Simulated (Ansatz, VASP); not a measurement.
One calculation of Zr, two programs

Contents of INCAR:

```
PREC = Accurate
ENCUT = 520
EDIFF = 1E-6
ISMEAR = -1
SIGMA = 0.1
LREAL = F
LASPH = T
NELM = 80
ALGO = Normal
ISIF = 2
LWAVE = F
LCHARG = F
GGA = PS
NBANDS = 12
```

KPOINTS

```
Automatic mesh
0
Gamma
  13 13 13
```

File POSCAR:

```
Zr
1.0
    2.2011536557      0.0000000000      0.0000000000
    0.0000000000      2.2011536557      0.0000000000
    0.0000000000      0.0000000000      2.2011536557
Zr
1
Direct
    0.0000000000      0.0000000000      0.0000000000
```

Input for Ansatz:

```yaml
crystal:
  lattice:
    - [2.2011536557, 0.0, 0.0]
    - [0.0, 2.2011536557, 0.0]
    - [0.0, 0.0, 2.2011536557]
  atoms:
    - { symbol: Zr, position: [0.0, 0.0, 0.0] }
kpoints:
  mp_grid: { grid: [13, 13, 13] }
scf:
  occupations: { method: fermi_dirac, width: 0.1 }
hamiltonian:
  xc: pbesol
  pseudopotentials: { kind: all_electron, datasets: crystal }
output:
  forces: true
  stress: true
  eigenvalues: true
```

Change from the starting cell: volume scaled by 0.45, crystal datasets.

Alike in both runs: task single point; functional PBEsol; k mesh 13 × 13 × 13; occupations fermi-dirac, width 0.1 eV; no spin polarisation.

```csv
,VASP,Ansatz
version,VASP 6.6.1,Ansatz 0.2.0
potentials or method,"VASP PAW PBE potentials, release 64 (Zr_sv), cutoff 520 eV","all-electron PAW with datasets made for the crystal, scalar-relativistic"
```

VASP gave:

```
pressure (GPa) : 293.7
```

Problem. Estimate Ansatz's values.

Solution. Pressure (GPa): 288.7.

VASP's potentials were made for PBE, not for PBEsol. Both programs put the cell under a high pressure, so it lies far from rest at this level. Ansatz ran all-electron here, and VASP with PAW potentials.

Noted on VASP's run: the cell as given lies far from equilibrium.
